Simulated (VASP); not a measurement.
Write the native input for VASP 6.6.1 that does the following.

| Item | Value |
| --- | --- |
| Task | single point |
| Functional | PBEsol |
| Potentials or basis | VASP PAW PBE potentials, release 64 (N, B) |
| Cutoff | 520 eV |
| k mesh | 7 × 7 × 3 |
| Occupations | fermi-dirac, width 0.05 eV |
| Spin | no spin polarisation |
| Dipole correction | no |
| Further INCAR settings | ALGO = Normal; EDIFF = 1e-07; NBANDS = 16 |

The structure of BN lies in POSCAR:

```
BN
1.0
    2.4982400000      0.0000000000      0.0000000000
   -1.2491200000      2.1635393048      0.0000000000
    0.0000000000      0.0000000000      6.6357000000
N B
2 2
Direct
    0.6666666667      0.3333333333      0.2500000000
    0.3333333333      0.6666666667      0.7500000000
    0.6666666667      0.3333333333      0.7500000000
    0.3333333333      0.6666666667      0.2500000000
```

One way to write it, as run:

INCAR

```
SYSTEM = BN
PREC     = Accurate       ! precision mode
ENCUT    = 520            ! plane-wave cutoff, eV
EDIFF    = 1E-7           ! SCF threshold, eV
ISMEAR   = -1             ! smearing method
SIGMA    = 0.05           ! smearing width, eV
LREAL    = .FALSE.        ! projectors in reciprocal space
LASPH    = .TRUE.         ! aspherical terms in the spheres
NELM     = 80             ! most SCF steps
ALGO     = Normal         ! electronic algorithm
ISIF     = 2              ! what is computed and relaxed
LWAVE    = .FALSE.        ! write WAVECAR
LCHARG   = .FALSE.        ! write CHGCAR
GGA      = PS             ! functional
NBANDS   = 16             ! bands
```

KPOINTS

```
Automatic mesh
0
G
  7 7 3
  0 0 0
```

Potentials or basis: VASP PAW PBE potentials, release 64 (N, B).

Launch:

```bash
$ cat potpaw_PBE.64/N/POTCAR potpaw_PBE.64/B/POTCAR > POTCAR
$ mpirun -np 1 vasp_std > vasp.out
```

It gave:

The pressure is 2.5 GPa and the band gap on the k mesh is 4.40 eV (least direct gap 4.61 eV).

Caveat: the PAW data sets were made with another functional, which shifts forces and pressure a little; an odd mesh through Γ misses points on the zone boundary, where band edges can lie; this functional lacks dispersion, which binds the layers, so the pressure and a relaxed spacing across them are unreliable.

Run time: 16 s on 1 thread of AMD EPYC 7R13, with other jobs on the host, peak memory 0.11 GiB.
